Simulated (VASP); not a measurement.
# Be (P4_2/mnm) in VASP: further runs

The runs below take Be through electric field gradients, single point, with PBEsol.

Program: VASP 6.6.1. These are calculated values, not measurements. Logs are shortened: lines on timing, memory, paths and dates and some standing lists are left out, and cuts for length are marked.

## 1. The cell of the first run

It takes space group P4_2/mnm (No. 136, tetragonal). Conventional cell: a = 3.722 Å, b = 3.722 Å, c = 2.266 Å, α = 90.00°, β = 90.00°, γ = 90.00°. Within 2.8 Å of Be (site symmetry m2m) lie 13 Be at 2.13 to 2.68 Å.

## 2. Electric field gradients, PBEsol (7.85 Å³/atom)

Contents of INCAR:

```
SYSTEM = Be
  PREC = Accurate
  ENCUT = 520
  EDIFF = 1E-8
  ISMEAR = -1
  SIGMA = 0.05
  LREAL = .FALSE.
  LASPH = .TRUE.
  NELM = 100
  ALGO = Normal
  ISIF = 2
  LWAVE = .FALSE.
  LCHARG = .FALSE.
  GGA = PS
  LEFG = .TRUE.
  NBANDS = 12
```

Contents of KPOINTS:

```
Automatic mesh
0
G
  9 9 14
  0 0 0
```

Contents of POSCAR:

```
Be
1.0
    3.7216668396      0.0000000000      0.0000000000
    0.0000000000      3.7216668396      0.0000000000
    0.0000000000      0.0000000000      2.2659689346
Be
4
Direct
    0.2974080000      0.2974080000      0.0000000000
    0.7025920000      0.7025920000      0.0000000000
    0.2025920000      0.7974080000      0.5000000000
    0.7974080000      0.2025920000      0.5000000000
```

Potentials or basis: VASP PAW PBE potentials, release 64 (Be).

Started as:

```sh
$ cat potpaw_PBE.64/Be/POTCAR > POTCAR
$ mpirun -np 1 vasp_std > vasp.out
```

OUTCAR:

```text
SYSTEM = Be
   PREC = Accurate
   ENCUT = 520
   EDIFF = 1E-8
   ISMEAR = -1
   LREAL = .FALSE.
   LASPH = .TRUE.
   NELM = 100
   ISIF = 2
   GGA = PS

 ion  position               nearest neighbor table
   1  0.297  0.297  0.000-   2 2.13   3 2.21   4 2.21   3 2.21   4 2.21   3 2.21   3 2.21   4 2.21
                             4 2.21
   2  0.703  0.703  0.000-   1 2.13   3 2.21   4 2.21   3 2.21   4 2.21   4 2.21   4 2.21   3 2.21
                             3 2.21
   3  0.203  0.797  0.500-   4 2.13   2 2.21   1 2.21   1 2.21   2 2.21   1 2.21   1 2.21   2 2.21
                             2 2.21
   4  0.797  0.203  0.500-   3 2.13   2 2.21   1 2.21   1 2.21   2 2.21   2 2.21   2 2.21   1 2.21
                             1 2.21

  LATTYP: Found a simple tetragonal cell.
 ALAT       =     3.7216668396
 C/A-ratio  =     0.6088586196

  Lattice vectors:

 A1 = (   3.7216668396,   0.0000000000,   0.0000000000)
 A2 = (   0.0000000000,   3.7216668396,   0.0000000000)
 A3 = (   0.0000000000,   0.0000000000,   2.2659689346)

Analysis of symmetry for initial positions (statically):
=====================================================================
 Subroutine PRICEL returns:
 Original cell was already a primitive cell.

 Routine SETGRP: Setting up the symmetry group for a
 simple tetragonal supercell.

 Subroutine GETGRP returns: Found 16 space group operations
 (whereof  8 operations were pure point group operations)
 out of a pool of 16 trial point group operations.

The static configuration has the point symmetry D_2h.
 The point group associated with its full space group is D_4h.

Analysis of symmetry for dynamics (positions and initial velocities):
=====================================================================
 Subroutine PRICEL returns:
 Original cell was already a primitive cell.

 Routine SETGRP: Setting up the symmetry group for a
 simple tetragonal supercell.

 Subroutine GETGRP returns: Found 16 space group operations
 (whereof  8 operations were pure point group operations)
 out of a pool of 16 trial point group operations.

The dynamic configuration has the point symmetry D_2h.
 The point group associated with its full space group is D_4h.

 Subroutine INISYM returns: Found 16 space group operations
 (whereof  8 operations are pure point group operations),
[... 154 lines left out ...]

 k-point     1 :       0.0000    0.0000    0.0000
  band No.  band energies     occupation
      1      -4.3068      2.00000
      2       1.8990      2.00000
      3       2.4627      2.00000
      4       5.9642      2.00000
      5       5.9642      2.00000
      6      11.8761      0.00000
      7      11.8761      0.00000
      8      14.4150      0.00000
      9      16.2973      0.00000
     10      17.6666      0.00000
     11      23.3013      0.00000
     12      23.3013      0.00000
[... 331 lines left out ...]
 k-point    24 :       0.4444    0.1111    0.0714
  band No.  band energies     occupation
      1      -2.5321      2.00000
      2      -1.6562      2.00000
      3       3.3340      2.00000
      4       4.1889      2.00000
      5       9.1244      0.00000
      6       9.5762      0.00000
      7      14.9686      0.00000
      8      17.2557      0.00000
      9      17.4941      0.00000
     10      18.4012      0.00000
     11      22.1267      0.00000
     12      23.3737      0.00000

 [... further k-points ...]
[... 5 lines left out ...]
  --------------------------------------------------------------------------------------
  -------------------------------------------------------------------------------------
  Total        0.3976567      0.3976567      0.2137370      0.0000000      0.0000000      0.0000000
  in kB       20.2997145     20.2997145     10.9109180      0.0000000      0.0000000      0.0000000
  external PRESSURE =      17.1701157 kB  Pullay stress =       0.0000000 kB

 VOLUME and BASIS-vectors are now :
 -----------------------------------------------------------------------------
  energy-cutoff  :      520.00
  volume of cell :       31.39
      direct lattice vectors                 reciprocal lattice vectors
     3.721666840  0.000000000  0.000000000     0.268696808  0.000000000  0.000000000
     0.000000000  3.721666840  0.000000000     0.000000000  0.268696808  0.000000000
     0.000000000  0.000000000  2.265968935     0.000000000  0.000000000  0.441312317

 POSITION                                       TOTAL-FORCE (eV/Angst)
 -----------------------------------------------------------------------------------
      1.10685      1.10685      0.00000        -0.010966     -0.010966      0.000000
      2.61481      2.61481      0.00000         0.010966      0.010966     -0.000000
      0.75398      2.96769      1.13298         0.010966     -0.010966      0.000000
      2.96769      0.75398      1.13298        -0.010966      0.010966     -0.000000
 -----------------------------------------------------------------------------------
    total drift:                                0.000000      0.000000     -0.000000

  FREE ENERGIE OF THE ION-ELECTRON SYSTEM (eV)
  ---------------------------------------------------
  free  energy   TOTEN  =       -15.7730987887 eV

  energy  without entropy=      -15.7686256977  energy(sigma->0) =      -15.77086224

 Electric field gradients (V/A^2)
---------------------------------------------------------------------
 ion       V_xx      V_yy      V_zz      V_xy      V_xz      V_yz
---------------------------------------------------------------------
   1       0.261     0.261    -0.521    -1.481    -0.000     0.000
   2       0.261     0.261    -0.521    -1.481    -0.000    -0.000
   3       0.261     0.261    -0.521     1.481     0.000     0.000
   4       0.261     0.261    -0.521     1.481     0.000     0.000
---------------------------------------------------------------------

 Electric field gradients after diagonalization (V/A^2)
 (convention: |V_zz| > |V_xx| > |V_yy|)
----------------------------------------------------------------------
 ion       V_xx      V_yy      V_zz     asymmetry (V_yy - V_xx)/ V_zz
----------------------------------------------------------------------
   1      -1.220    -0.521     1.741       0.401
   2      -1.220    -0.521     1.741       0.401
   3      -1.220    -0.521     1.741       0.401
   4      -1.220    -0.521     1.741       0.401
----------------------------------------------------------------------

           NMR quadrupolar parameters

 Cq : quadrupolar parameter    Cq=e*Q*V_zz/h
 eta: asymmetry parameters     (V_yy - V_xx)/ V_zz
 Q  : nuclear electric quadrupole moment in mb (millibarn)
----------------------------------------------------------------------
 ion       Cq(MHz)       eta       Q (mb)
----------------------------------------------------------------------
   1       0.004       0.401       1.000
   2       0.004       0.401       1.000
   3       0.004       0.401       1.000
   4       0.004       0.401       1.000
----------------------------------------------------------------------
```

Wall time 40 s (1 thread of Intel Xeon 8259CL, shared host); peak memory 0.16 GiB.

Results:

- Free energy: -15.7731 eV
- Pressure: 1.7 GPa
- Largest force: 0.016 eV/Å
- Band gap on the k mesh: zero (bands 4 and 5 overlap by 2.00 eV)
- Largest electric field gradient by atom: Be +1.7 V/Å²

Forces in eV/Å, atoms in the order of the input:
```
Be  -0.011 -0.011  0.000
Be   0.011  0.011  0.000
Be   0.011 -0.011  0.000
Be  -0.011  0.011  0.000
```

Stress tensor (GPa, compression positive):
```
2.03 0.00 0.00
0.00 2.03 0.00
0.00 0.00 1.09
```

Electric field gradients, principal values (V/Å²):
```
atom   least  middle  greatest (by size)
1 Be  -0.521  -1.220               1.741
2 Be  -0.521  -1.220               1.741
3 Be  -0.521  -1.220               1.741
4 Be  -0.521  -1.220               1.741
```

Caveat: without QUAD_EFG the Cq values of the log hold for a quadrupole moment of 1 mb, not for the nuclei; the PAW data sets were made with another functional, which shifts forces and pressure a little.

## 3. Electric field gradients, PBEsol (8.09 Å³/atom)

This run uses another cell than the first one, of 8.09 Å³/atom.

Contents of INCAR:

```
ALGO = Normal ; EDIFF = 1E-8
ENCUT = 520 ; GGA = PS
ISIF = 2 ; ISMEAR = -1
LASPH = True ; LCHARG = False
LEFG = True ; LREAL = False
LWAVE = False ; NBANDS = 12
NELM = 60 ; PREC = Accurate
SIGMA = 0.05
```

Contents of KPOINTS:

```
k-points
0
Gamma
  9 9 14
```

Contents of POSCAR:

```
Be
1.0
    3.7592619785      0.0000000000      0.0000000000
    0.0000000000      3.7592619785      0.0000000000
    0.0000000000      0.0000000000      2.2888590590
Be
4
Direct
    0.2974080000      0.2974080000      0.0000000000
    0.7025920000      0.7025920000      0.0000000000
    0.2025920000      0.7974080000      0.5000000000
    0.7974080000      0.2025920000      0.5000000000
```

Potentials or basis: VASP PAW PBE potentials, release 64 (Be).

Started as:

```sh
$ cat potpaw_PBE.64/Be/POTCAR > POTCAR
$ mpirun -np 1 vasp_std > vasp.out
```

OUTCAR:

```text
EDIFF = 1E-8
   ENCUT = 520
   GGA = PS
   ISIF = 2
   ISMEAR = -1
   LASPH = True
   LREAL = False
   NELM = 60
   PREC = Accurate

 ion  position               nearest neighbor table
   1  0.297  0.297  0.000-   2 2.15   3 2.23   4 2.23   3 2.23   4 2.23   3 2.23   3 2.23   4 2.23
                             4 2.23
   2  0.703  0.703  0.000-   1 2.15   3 2.23   4 2.23   3 2.23   4 2.23   4 2.23   4 2.23   3 2.23
                             3 2.23
   3  0.203  0.797  0.500-   4 2.15   2 2.23   1 2.23   1 2.23   2 2.23   1 2.23   1 2.23   2 2.23
                             2 2.23
   4  0.797  0.203  0.500-   3 2.15   2 2.23   1 2.23   1 2.23   2 2.23   2 2.23   2 2.23   1 2.23
                             1 2.23

  LATTYP: Found a simple tetragonal cell.
 ALAT       =     3.7592619785
[... 595 lines left out ...]
   1       0.251     0.251    -0.502    -1.464    -0.000    -0.000
   2       0.251     0.251    -0.502    -1.464    -0.000    -0.000
   3       0.251     0.251    -0.502     1.464     0.000    -0.000
   4       0.251     0.251    -0.502     1.464     0.000    -0.000
---------------------------------------------------------------------

 Electric field gradients after diagonalization (V/A^2)
 (convention: |V_zz| > |V_xx| > |V_yy|)
----------------------------------------------------------------------
 ion       V_xx      V_yy      V_zz     asymmetry (V_yy - V_xx)/ V_zz
----------------------------------------------------------------------
   1      -1.213    -0.502     1.716       0.414
   2      -1.213    -0.502     1.716       0.414
   3      -1.213    -0.502     1.716       0.414
   4      -1.213    -0.502     1.716       0.414
----------------------------------------------------------------------

           NMR quadrupolar parameters

 Cq : quadrupolar parameter    Cq=e*Q*V_zz/h
 eta: asymmetry parameters     (V_yy - V_xx)/ V_zz
 Q  : nuclear electric quadrupole moment in mb (millibarn)
----------------------------------------------------------------------
 ion       Cq(MHz)       eta       Q (mb)
----------------------------------------------------------------------
   1       0.004       0.414       1.000
   2       0.004       0.414       1.000
   3       0.004       0.414       1.000
   4       0.004       0.414       1.000
----------------------------------------------------------------------
```

stdout:

```text
POSCAR found type information on POSCAR Be
 POSCAR found :  1 types and       4 ions
 scaLAPACK will be used
 -----------------------------------------------------------------------------
|                                                                             |
|                                                                             |
|     You enforced a specific xc type in the INCAR file but a different       |
|     I HOPE YOU KNOW WHAT YOU ARE DOING!                                     |
|                                                                             |
 -----------------------------------------------------------------------------

 LDA part: xc-table for (Slater+PW92), standard interpolation
 POSCAR, INCAR and KPOINTS ok, starting setup
 FFT: planning ... GRIDC
 FFT: planning ... GRID_SOFT
 FFT: planning ... GRID
 WAVECAR not read
 entering main loop
ion   1

ion   2

ion   3

ion   4
```

Wall time 42 s (1 thread of Intel Xeon 8259CL, shared host); peak memory 0.16 GiB.

What came out:

```yaml
Free_energy: -15.7723 eV
Pressure: -1.9 GPa
Band_gap_on_the_k_mesh: zero (bands 4 and 5 overlap by 2.02 eV)
Largest_electric_field_gradient_by_atom: Be +1.7 V/Å²
```

Forces on the atoms (eV/Å):
```
Be   0.001  0.001  0.000
Be  -0.001 -0.001  0.000
Be  -0.001  0.001  0.000
Be   0.001 -0.001  0.000
```

Electric field gradients, principal values (V/Å²):
| atom | least | middle | greatest (by size) |
| --- | --- | --- | --- |
| 1 Be | -0.502 | -1.213 | 1.716 |
| 2 Be | -0.502 | -1.213 | 1.716 |
| 3 Be | -0.502 | -1.213 | 1.716 |
| 4 Be | -0.502 | -1.213 | 1.716 |

Caveat: without QUAD_EFG the Cq values of the log hold for a quadrupole moment of 1 mb, not for the nuclei; the PAW data sets were made with another functional, which shifts forces and pressure a little.

(Part 1 of 3 ends here.)
